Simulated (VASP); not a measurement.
A run of VASP 6.6.1:

File INCAR:

```
SYSTEM = SnSe
PREC = Accurate ; ENCUT = 400
EDIFF = 1E-8 ; ISMEAR = -1
SIGMA = 0.02 ; LREAL = .FALSE.
LASPH = .TRUE. ; NELM = 120
ALGO = Normal ; ISIF = 2
LWAVE = .FALSE. ; LCHARG = .FALSE.
GGA = PS ; LEFG = .TRUE.
NBANDS = 17 ; GGA_COMPAT = .FALSE.
```

KPOINTS

```
regular mesh
0
G
  13 13 13
  0 0 0
```

Contents of POSCAR:

```
SnSe
1.0
    0.0000000000      3.0100000000      3.0100000000
    3.0100000000      0.0000000000      3.0100000000
    3.0100000000      3.0100000000      0.0000000000
Sn Se
1 1
Direct
    0.0000000000      0.0000000000      0.0000000000
    0.5000000000      0.5000000000      0.5000000000
```

Potentials or basis: VASP PAW PBE potentials, release 64 (Sn_d, Se).

Launch:

```bash
$ cat potpaw_PBE.64/Sn_d/POTCAR potpaw_PBE.64/Se/POTCAR > POTCAR
$ mpirun -np 1 vasp_std > vasp.out
```

Hardware: 1 thread of Intel Xeon 8259CL, on a shared host.

Task: Estimate the wall time of this run.

Result: Run time: 93 s on 1 thread of Intel Xeon 8259CL, with other jobs on the host, peak memory 0.19 GiB. Counts: scf iterations 15, k points 84.
